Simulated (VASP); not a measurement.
A run of VASP 6.6.1 is set up as follows.

INCAR

```
PREC = Accurate
ENCUT = 520
EDIFF = 1E-7
ISMEAR = 0
SIGMA = 0.15
LREAL = F
LASPH = T
NELM = 80
ALGO = Normal
ISIF = 2
LWAVE = F
LCHARG = F
GGA = PE
NBANDS = 18
```

Contents of KPOINTS:

```
Automatic mesh
0
Gamma
  12 12 12
```

POSCAR

```
BiTe
1.0
    2.4227077728      1.3987509848      3.1514273568
   -2.4227077728      1.3987509848      3.1514273568
    0.0000000000     -2.7975019696      3.1514273568
Bi Te
1 1
Direct
    0.5000000000      0.5000000000      0.5000000000
    0.0000000000      0.0000000000      0.0000000000
```

Potentials or basis: VASP PAW PBE potentials, release 64 (Bi_d, Te).

Run with:

```console
$ cat potpaw_PBE.64/Bi_d/POTCAR potpaw_PBE.64/Te/POTCAR > POTCAR
$ mpirun -np 1 vasp_std > vasp.out
```

Estimate the band gap on the k mesh.

zero (an odd number of electrons rules out a gap without spin polarisation).

Estimate the pressure.

2.1 GPa.

Stress tensor (GPa, compression positive):
```
1.95 0.00 0.00
0.00 1.95 0.00
0.00 0.00 2.28
```

Caveat: the cell differs from its parent crystal (strain +0.000 along x and y, -0.050 along z); spin-orbit coupling is left out, which moves the levels of the heavy elements.
